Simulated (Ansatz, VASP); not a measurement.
# CaSe in VASP and in Ansatz

```
Ca Se
1.0
     2.96738    2.96738    0.00000
    -2.96738    2.96738    0.00000
     0.00000    2.96738    2.96738
Ca Se
1 1
Direct
  0.00000 0.00000 0.00000
  0.50000 0.50000 0.00000
```

Alike in both runs: functional r2SCAN; k mesh 12 × 12 × 12; occupations fermi-dirac, width 0.05 eV; no spin polarisation.

Ansatz relaxed the structure, and its values are those at the end. VASP's run is a single point on that final structure, the one shown.

```csv
,VASP,Ansatz
version,VASP 6.6.1,Ansatz 0.2.0
potentials or method,"VASP PAW PBE potentials, release 64 (Ca_sv, Se)","PAW with Ansatz's default frozen-core files, scalar-relativistic"
plane-wave cutoff (eV),520,500
valence electrons in the cell,16,26
```

Ansatz gave:

```
pressure (GPa) : 0.0
```

**Question.** Estimate VASP's values.

**Answer.** Pressure (GPa): 0.3.

VASP's potentials were made for PBE, not for r2SCAN. The functional is the same, so the differences come from potentials, cutoffs and numerics. VASP's potentials hold 16 valence electrons a cell and Ansatz's 26, so a difference there can come from the potentials and not from the codes.
